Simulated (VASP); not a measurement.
# CdSe (rocksalt type) (Fm-3m) in VASP: a series of runs

The runs below take CdSe (rocksalt type) through single point, with PBE.

Program: VASP 6.6.1. These are calculated values, not measurements. Logs are shortened: lines on timing, memory, paths and dates and some standing lists are left out, and cuts for length are marked.

## Step 1: The cell of the first run

The structure is cubic, space group Fm-3m (No. 225). The conventional cell has a = 5.622 Å, b = 5.622 Å, c = 5.622 Å, α = 90.00°, β = 90.00°, γ = 90.00°. Cd (site symmetry m-3m) has 6 Se at 2.81 Å within 3.7 Å. Se (site symmetry m-3m) has 6 Cd at 2.81 Å within 3.7 Å.

## Step 2: Single point, PBE (volume scaled by 0.9405)

INCAR

```
SYSTEM = CdSe
PREC = Accurate ; ENCUT = 520
EDIFF = 1E-6 ; ISMEAR = -1
SIGMA = 0.03 ; LREAL = .FALSE.
LASPH = .TRUE. ; NELM = 100
ALGO = Normal ; ISIF = 2
LWAVE = .FALSE. ; LCHARG = .FALSE.
GGA = PE ; NBANDS = 16
```

KPOINTS

```
Automatic mesh
0
G
  12 12 12
  0 0 0
```

POSCAR

```
CdSe
1.0
    0.0000000000      2.8109984330      2.8109984330
    2.8109984330      0.0000000000      2.8109984330
    2.8109984330      2.8109984330      0.0000000000
Cd Se
1 1
Direct
    0.0000000000      0.0000000000      0.0000000000
    0.5000000000      0.5000000000      0.5000000000
```

Potentials or basis: VASP PAW PBE potentials, release 64 (Cd, Se).

The run is started by

```bash
> cat potpaw_PBE.64/Cd/POTCAR potpaw_PBE.64/Se/POTCAR > POTCAR
> mpirun -np 1 vasp_std > vasp.out
```

OUTCAR:

```text
SYSTEM = CdSe
   PREC = Accurate
   ENCUT = 520
   EDIFF = 1E-6
   ISMEAR = -1
   LREAL = .FALSE.
   LASPH = .TRUE.
   NELM = 100
   ISIF = 2
   GGA = PE

 ion  position               nearest neighbor table
   1  0.000  0.000  0.000-   2 2.81   2 2.81   2 2.81   2 2.81   2 2.81   2 2.81
   2  0.500  0.500  0.500-   1 2.81   1 2.81   1 2.81   1 2.81   1 2.81   1 2.81

  LATTYP: Found a face centered cubic cell.
 ALAT       =     5.6219968660

  Lattice vectors:

 A1 = (   0.0000000000,   2.8109984330,   2.8109984330)
 A2 = (   2.8109984330,   0.0000000000,   2.8109984330)
 A3 = (   2.8109984330,   2.8109984330,   0.0000000000)

Analysis of symmetry for initial positions (statically):
=====================================================================
 Subroutine PRICEL returns:
 Original cell was already a primitive cell.

 Routine SETGRP: Setting up the symmetry group for a
 face centered cubic supercell.

 Subroutine GETGRP returns: Found 48 space group operations
 (whereof 48 operations were pure point group operations)
 out of a pool of 48 trial point group operations.

The static configuration has the point symmetry O_h .

Analysis of symmetry for dynamics (positions and initial velocities):
=====================================================================
 Subroutine PRICEL returns:
 Original cell was already a primitive cell.

 Routine SETGRP: Setting up the symmetry group for a
 face centered cubic supercell.

 Subroutine GETGRP returns: Found 48 space group operations
 (whereof 48 operations were pure point group operations)
 out of a pool of 48 trial point group operations.

The dynamic configuration has the point symmetry O_h .

 Subroutine INISYM returns: Found 48 space group operations
 (whereof 48 operations are pure point group operations),
 and found     1 'primitive' translations

----------------------------------------------------------------------------------------

                                     Primitive cell

  volume of cell :      44.4234

  direct lattice vectors                    reciprocal lattice vectors
     0.000000000  2.810998433  2.810998433    -0.177872742  0.177872742  0.177872742
     2.810998433  0.000000000  2.810998433     0.177872742 -0.177872742  0.177872742
     2.810998433  2.810998433  0.000000000     0.177872742  0.177872742 -0.177872742

  length of vectors
     3.975352108  3.975352108  3.975352108     0.308084627  0.308084627  0.308084627

  position of ions in fractional coordinates (direct lattice)
     0.000000000  0.000000000  0.000000000
     0.500000000  0.500000000  0.500000000

  ion indices of the primitive-cell ions
   primitive index   ion index
                 1           1
                 2           2

----------------------------------------------------------------------------------------

 KPOINTS: Automatic mesh

Automatic generation of k-mesh.
 Grid dimensions read from file:
 generate k-points for:   12   12   12

 Generating k-lattice:

  Cartesian coordinates                     Fractional coordinates (reciprocal lattice)
    -0.014822729  0.014822729  0.014822729     0.083333333  0.000000000  0.000000000
     0.014822729 -0.014822729  0.014822729     0.000000000  0.083333333  0.000000000
     0.014822729  0.014822729 -0.014822729     0.000000000  0.000000000  0.083333333

  Length of vectors
     0.025673719  0.025673719  0.025673719

  Shift w.r.t. Gamma in fractional coordinates (k-lattice)
     0.000000000  0.000000000  0.000000000

 Subroutine IBZKPT returns following result:
 ===========================================

 Found     72 irreducible k-points:

 Following reciprocal coordinates:
            Coordinates               Weight
  0.000000  0.000000  0.000000      1.000000
  0.083333  0.000000  0.000000      8.000000
  0.166667  0.000000  0.000000      8.000000
  0.250000  0.000000  0.000000      8.000000
  0.333333  0.000000  0.000000      8.000000
  0.416667  0.000000  0.000000      8.000000
[... 16 lines left out ...]
  0.500000  0.166667  0.000000     24.000000
 -0.416667  0.166667  0.000000     24.000000
 [... further k-points ...]
   k-points           NKPTS =     72   k-points in BZ     NKDIM =     72   number of bands    NBANDS=     16
   number of dos      NEDOS =    301   number of ions     NIONS =      2
   total plane-waves  NPLWV =  27000
   dimension x,y,z NGX =    30 NGY =   30 NGZ =   30
   dimension x,y,z NGXF=    60 NGYF=   60 NGZF=   60
   ions per type =               1   1
   NGX,Y,Z   is equivalent  to a cutoff of  12.55, 12.55, 12.55 a.u.
   NGXF,Y,Z  is equivalent  to a cutoff of  25.09, 25.09, 25.09 a.u.
 SYSTEM =  CdSe
   PREC   = accura    normal or accurate (medium, high low for compatibility)
   ISTART =      0    job   : 0-new  1-cont  2-samecut
   ICHARG =      2    charge: 1-file 2-atom 10-const
   ISPIN  =      1    spin polarized calculation?
   LNONCOLLINEAR =      F non collinear calculations
   LSORBIT =      F    spin-orbit coupling
   LASPH  =      T    aspherical Exc in radial PAW
   ENCUT  =  520.0 eV  38.22 Ry    6.18 a.u.   7.39  7.39  7.39*2*pi/ulx,y,z
   NELM   =    100;   NELMIN=  2; NELMDL= -5     # of ELM steps
   EDIFF  = 0.1E-05   stopping-criterion for ELM
   LREAL  =      F    real-space projection
   EDIFFG = 0.1E-04   stopping-criterion for IOM
   NSW    =      0    number of steps for IOM
   IBRION =     -1    ionic relax: 0-MD 1-quasi-New 2-CG
   NFREE  =      0    steps in history (QN), initial steepest desc. (CG)
   ISIF   =      2    stress and relaxation
   ISYM   =      2    0-nonsym 1-usesym 2-fastsym
   POTIM  = 0.5000    time-step for ionic-motion
   TEBEG  =    0.0;   TEEND  =   0.0 temperature during run
   PSTRESS=    0.0 pullay stress
   NELECT =      18.0000    total number of electrons
   NUPDOWN=      -1.0000    fix difference up-down
   EMIN   =  10.00;   EMAX   =-10.00  energy-range for DOS
   EFERMI =   0.00;   METHOD = LEGACY
   ISMEAR =    -1;   SIGMA  =   0.03  broadening in eV -4-tet -1-fermi 0-gaus
   EFERMI_NEDOS =   21; number of points for ismear=-14 and -15
   IALGO  =     38    algorithm
   IMIX   =      4    mixing-type and parameters
     AMIX     =   0.40;   BMIX     =  1.00
     AMIX_MAG =   1.60;   BMIX_MAG =  1.00
  volume/ion in A,a.u.               =      22.21       149.89
  Fermi-wavevector in a.u.,A,eV,Ry     =   1.211421  2.289254 19.967102  1.467541
  Thomas-Fermi vector in A             =   2.346937
   LORBIT       =      0    0 simple, 1 ext, 2 COOP (PROOUT), +10 PAW based schemes
   GGA     = PE    functional components
   LHFCALC =     F    Hartree Fock is set to
   AEXX    =    0.0000 exact exchange contribution
   IVDW    =     0    specifies the selected vdW correction
   LEPSILON=     F    determine dielectric tensor
   LRPA    =     F    only Hartree local field effects (RPA)
 non-spin polarized calculation
  energy-cutoff  :      520.00
  volume of cell :       44.42
 maximum number of plane-waves:      1243
 NGX is ok and might be reduce to    30
   NGX = 15   NGY = 15   NGZ = 15

 number of electron      17.9999992 magnetization

 Free energy of the ion-electron system (eV)
  ---------------------------------------------------
  ext. energy  EPLUGINS =         0.00000000
  ---------------------------------------------------
  free energy    TOTEN  =        -5.16231261 eV

  energy without entropy =       -5.16021884  energy(sigma->0) =       -5.16126573

 E-fermi :   2.8872     XC(G=0): -10.3216

 val. band max:        2.8616623168   @ k =  -0.2500   0.1667   0.0000
 cond. band min:       2.9063889561   @ k =   0.5000   0.4167   0.0000
 fundamental gap:      0.0447266393
 Fermi energy:         2.8871649472

 k-point     1 :       0.0000    0.0000    0.0000
  band No.  band energies     occupation
      1     -10.4411      2.00000
      2      -5.1843      2.00000
      3      -5.1843      2.00000
      4      -5.1660      2.00000
      5      -5.1660      2.00000
      6      -5.1660      2.00000
[... 8 lines left out ...]
     15      12.9890      0.00000
     16      13.0235      0.00000

 k-point     2 :       0.0833    0.0000    0.0000
  band No.  band energies     occupation
      1     -10.3840      2.00000
      2      -5.2018      2.00000
      3      -5.2018      2.00000
      4      -5.1713      2.00000
      5      -5.1566      2.00000
      6      -5.1566      2.00000
[... 8 lines left out ...]
     15      12.4891      0.00000
     16      12.8367      0.00000

 k-point     3 :       0.1667    0.0000    0.0000
  band No.  band energies     occupation
      1     -10.2205      2.00000
      2      -5.2527      2.00000
      3      -5.2527      2.00000
      4      -5.1892      2.00000
      5      -5.1268      2.00000
      6      -5.1268      2.00000
[... 8 lines left out ...]
     15      12.5671      0.00000
     16      12.5671      0.00000

 k-point     4 :       0.2500    0.0000    0.0000
  band No.  band energies     occupation
      1      -9.9759      2.00000
      2      -5.3212      2.00000
      3      -5.3212      2.00000
      4      -5.2246      2.00000
      5      -5.0850      2.00000
      6      -5.0850      2.00000
[... 8 lines left out ...]
     15      13.2102      0.00000
     16      13.2102      0.00000
[... 324 lines left out ...]
 k-point    22 :       0.4167    0.1667    0.0000
  band No.  band energies     occupation
      1      -9.5785      2.00000
      2      -5.3242      2.00000
      3      -5.3097      2.00000
      4      -5.2553      2.00000
      5      -5.0253      2.00000
      6      -4.9994      2.00000
[... 8 lines left out ...]
     15      15.6281      0.00000
     16      16.1607      0.00000

 k-point    23 :       0.5000    0.1667    0.0000
  band No.  band energies     occupation
      1      -9.4266      2.00000
      2      -5.3687      2.00000
      3      -5.2944      2.00000
      4      -5.2853      2.00000
      5      -4.9889      2.00000
      6      -4.9888      2.00000
[... 8 lines left out ...]
     15      16.1665      0.00000
     16      16.1897      0.00000

 k-point    24 :      -0.4167    0.1667    0.0000
  band No.  band energies     occupation
      1      -9.3946      2.00000
      2      -5.4070      2.00000
      3      -5.3369      2.00000
      4      -5.2465      2.00000
      5      -5.0016      2.00000
      6      -4.9674      2.00000
[... 8 lines left out ...]
     15      14.9753      0.00000
     16      15.4965      0.00000

 [... further k-points ...]
[... 5 lines left out ...]
  --------------------------------------------------------------------------------------
  -------------------------------------------------------------------------------------
  Total        1.2961158      1.2961158      1.2961158      0.0000000      0.0000000     -0.0000000
  in kB       46.7457974     46.7457974     46.7457974      0.0000000      0.0000000     -0.0000000
  external PRESSURE =      46.7457974 kB  Pullay stress =       0.0000000 kB

 VOLUME and BASIS-vectors are now :
 -----------------------------------------------------------------------------
  energy-cutoff  :      520.00
  volume of cell :       44.42
      direct lattice vectors                 reciprocal lattice vectors
     0.000000000  2.810998433  2.810998433    -0.177872742  0.177872742  0.177872742
     2.810998433  0.000000000  2.810998433     0.177872742 -0.177872742  0.177872742
     2.810998433  2.810998433  0.000000000     0.177872742  0.177872742 -0.177872742

 POSITION                                       TOTAL-FORCE (eV/Angst)
 -----------------------------------------------------------------------------------
      0.00000      0.00000      0.00000        -0.000000     -0.000000     -0.000000
      2.81100      2.81100      2.81100         0.000000      0.000000      0.000000
 -----------------------------------------------------------------------------------
    total drift:                               -0.000000      0.000000      0.000000

  FREE ENERGIE OF THE ION-ELECTRON SYSTEM (eV)
  ---------------------------------------------------
  free  energy   TOTEN  =        -5.1623126127 eV

  energy  without entropy=       -5.1602188399  energy(sigma->0) =       -5.16126573
```

It took 54 s on 1 thread of Intel Xeon Platinum 8259CL at 2.50GHz (Skylake/Cascade Lake), shared host; peak memory 0.2 GiB.

What came out:

```
Free energy            : -5.1623 eV
Pressure               : 4.7 GPa
Band gap on the k mesh : zero (band 9 reaches 2.86 eV, above the bottom of band 10 at 2.41 eV)
```

Caveat: the cell differs from its parent crystal (volume scaled by 0.9405).

## Step 3: Single point, PBE (volume scaled by 0.97)

INCAR

```
SYSTEM = CdSe
  PREC = Accurate
  ENCUT = 520
  EDIFF = 1E-6
  ISMEAR = -1
  SIGMA = 0.03
  LREAL = .False.
  LASPH = .True.
  NELM = 80
  ALGO = Normal
  ISIF = 2
  LWAVE = .False.
  LCHARG = .False.
  GGA = PE
  NBANDS = 16
```

KPOINTS

```
Automatic mesh
0
Gamma
  12 12 12
  0 0 0
```

POSCAR

```
CdSe
1.0
    0.0000000000      2.8400865926      2.8400865926
    2.8400865926      0.0000000000      2.8400865926
    2.8400865926      2.8400865926      0.0000000000
Cd Se
1 1
Direct
    0.0000000000      0.0000000000      0.0000000000
    0.5000000000      0.5000000000      0.5000000000
```

Potentials or basis: VASP PAW PBE potentials, release 64 (Cd, Se).

The run is started by

```bash
> cat potpaw_PBE.64/Cd/POTCAR potpaw_PBE.64/Se/POTCAR > POTCAR
> mpirun -np 1 vasp_std > vasp.out
```

Wall time 53 s (1 thread of Intel Xeon Platinum 8259CL at 2.50GHz (Skylake/Cascade Lake), shared host); peak memory 0.2 GiB.

It converged, with:

```
Free energy            : -5.1924 eV
Pressure               : 2.3 GPa
Band gap on the k mesh : zero (band 9 reaches 2.57 eV, above the bottom of band 10 at 2.13 eV)
```

Levels at points of the mesh, in eV from the Fermi level:
```tsv
k point	band 5	band 6	band 7	band 8	band 9	band 10	band 11	band 12	band 13	band 14
(0.00, 0.00, 0.00)	-7.98	-7.98	-0.68	-0.68	-0.68	0.20	8.66	8.66	8.66	9.94
(0.50, 0.00, 0.00)	-7.83	-7.83	-5.12	-0.06	-0.06	2.99	5.25	5.25	6.17	11.36
(0.50, 0.50, 0.00)	-7.78	-7.24	-4.31	-2.19	-2.19	-0.47	5.41	9.95	10.54	10.54
```

Caveat: the cell differs from its parent crystal (volume scaled by 0.97).

## Step 4: Single point, PBE

This run uses another cell than the first one, of 23.62 Å³/atom, 1.063 times its volume.

INCAR

```
SYSTEM = CdSe
PREC = Accurate
ENCUT = 520
EDIFF = 1E-6
ISMEAR = -1
SIGMA = 0.03
LREAL = .FALSE.
LASPH = .TRUE.
NELM = 60
ALGO = Normal
ISIF = 2
LWAVE = .FALSE.
LCHARG = .TRUE.
GGA = PE
LELF = .TRUE.
LVHAR = .TRUE.
NBANDS = 16
```

KPOINTS

```
Automatic mesh
0
G
  12 12 12
  0 0 0
```

POSCAR

```
CdSe
1.0
    0.0000000000      2.8690690698      2.8690690698
    2.8690690698      0.0000000000      2.8690690698
    2.8690690698      2.8690690698      0.0000000000
Cd Se
1 1
Direct
    0.0000000000      0.0000000000      0.0000000000
    0.5000000000      0.5000000000      0.5000000000
```

The run is started by

```bash
> cat potpaw_PBE.64/Cd/POTCAR potpaw_PBE.64/Se/POTCAR > POTCAR
> mpirun -np 1 vasp_std > vasp.out
```

It took 63 s on 1 thread of Intel Xeon Platinum 8259CL at 2.50GHz (Skylake/Cascade Lake), shared host; peak memory 0.2 GiB.

The run converged. Its results:

```yaml
Free_energy: -5.2038 eV
Pressure: 0.3 GPa
Band_gap_on_the_k_mesh: zero (band 9 reaches 2.29 eV, above the bottom of band 10 at 1.86 eV)
```

Levels at points of the mesh, in eV from the Fermi level:
```csv
k point,band 6,band 7,band 8,band 9,band 10,band 11,band 12,band 13
"(0.00, 0.00, 0.00)",-7.92,-0.63,-0.63,-0.63,0.09,8.64,8.64,8.64
"(0.50, 0.00, 0.00)",-7.78,-4.96,-0.06,-0.06,3.01,5.25,5.25,5.94
"(0.50, 0.50, 0.00)",-7.25,-4.12,-2.08,-2.08,-0.46,5.45,9.73,10.32
```

## Step 5: Summary

```tsv
cell	gap on the mesh (eV)	pressure (GPa)
a = 3.975 Å, angles 60.0°, 2 atoms	none	4.7
a = 4.016 Å, angles 60.0°, 2 atoms	none	2.3
a = 4.057 Å, angles 60.0°, 2 atoms	none	0.3
```

Alike in all rows: task single point; level PBE; potentials or basis VASP PAW PBE potentials, release 64 (Cd, Se); no spin polarisation; k mesh 12 × 12 × 12; cutoff (eV) 520; smearing fermi-dirac 0.03 eV.

Absolute energies hang on the potentials; compare differences alone.
